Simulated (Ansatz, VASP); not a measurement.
# Two plane-wave programs on ZrC

```
Zr C
1.0
     0.00000    2.33660    2.33660
     2.33660    0.00000    2.33660
     2.33660    2.33660    0.00000
Zr C
1 1
Cartesian
  0.0000 0.0000 0.0000
  2.3366 2.3366 2.3366
```

Alike in both runs: functional PBE; dispersion D3(BJ); k mesh 16 × 16 × 16; occupations gaussian, width 0.1 eV; no spin polarisation.

Ansatz relaxed the structure, and its values are those at the end. VASP's run is a single point on that final structure, the one shown.

|  | VASP | Ansatz |
| --- | --- | --- |
| version | VASP 6.6.1 | Ansatz 0.2.0 |
| potentials or method | VASP PAW PBE potentials, release 64 (Zr_sv, C), cutoff 600 eV | scalar-relativistic, plane waves, PAW |
| valence electrons in the cell | 16 | 16 |

|  | VASP | Ansatz | Ansatz less VASP |
| --- | --- | --- | --- |
| gap on the k mesh at the Fermi level (eV) | none | none | - |
| pressure (GPa) | 0.1 | 0.0 | -0.11 |

A gap of «none» marks a metal or a gap that the smearing closes.
